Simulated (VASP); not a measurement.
Set up this calculation in VASP 6.6.1, as the native input.

* Task: single point
* Functional: PBE
* Potentials or basis: VASP PAW PBE potentials, release 64 (Si, Ge_d)
* Cutoff: 520 eV
* k mesh: 2 × 2 × 2
* Occupations: gaussian, width 0.05 eV
* Spin: no spin polarisation
* Dipole correction: no
* Further INCAR settings: LREAL = Auto; ALGO = Normal; EDIFF = 1e-06; NBANDS = 53

The structure of Si16Ge (a cell with a defect) lies in POSCAR:

```
Si16Ge
1.0
    0.0000000000      5.4300000000      5.4300000000
    5.4300000000      0.0000000000      5.4300000000
    5.4300000000      5.4300000000      0.0000000000
Si Ge
16 1
Direct
    0.0115235363     -0.0348244066      0.0102974200
    0.1587785973      0.1130744575      0.1143513800
    0.0177202465     -0.0023645629      0.4862231224
    0.1268076311      0.1066677281      0.6383434059
    0.0114999011      0.5120024221      0.0103960862
    0.1014674131      0.6018332212      0.1940354036
   -0.0250612443      0.4753275636      0.5738042816
    0.1268630193      0.6274159585      0.6384605921
    0.5223325440      0.0229195453     -0.0687126440
    0.6122879138      0.1129952938      0.1146145985
    0.4971245054     -0.0022900056      0.4865251105
    0.6489445663      0.1493637459      0.5517763190
    0.4647140370      0.5120598087      0.0101556456
    0.6123746466      0.6594282230      0.1144233660
    0.4970958395      0.5181349359      0.4863069616
    0.6063156009      0.6273393183      0.6381808076
    0.8120309462      0.3126991534      0.0616141433
```

One way to write it, as run:

INCAR

```
PREC = Accurate ; ENCUT = 520
EDIFF = 1E-6 ; ISMEAR = 0
SIGMA = 0.05 ; LREAL = Auto
LASPH = True ; NELM = 60
ALGO = Normal ; ISIF = 2
LWAVE = False ; LCHARG = False
GGA = PE ; NBANDS = 53
```

KPOINTS

```
Automatic mesh
0
Gamma
  2 2 2
```

Potentials or basis: VASP PAW PBE potentials, release 64 (Si, Ge_d).

The run is started by

```bash
$ cat potpaw_PBE.64/Si/POTCAR potpaw_PBE.64/Ge_d/POTCAR > POTCAR
$ mpirun -np 1 vasp_std > vasp.out
```

It gave:

```json
{
  "Pressure": "5.4 GPa",
  "Largest force": "0.019 eV/Å",
  "Band gap on the k mesh": "0.15 eV"
}
```

Caveat: the k points lie up to 0.50 Å⁻¹ apart.

Wall time 2.3 min on 1 thread of AMD EPYC 9R45 96-Core Processor (Zen 5), on a shared host, peak memory 0.46 GiB.
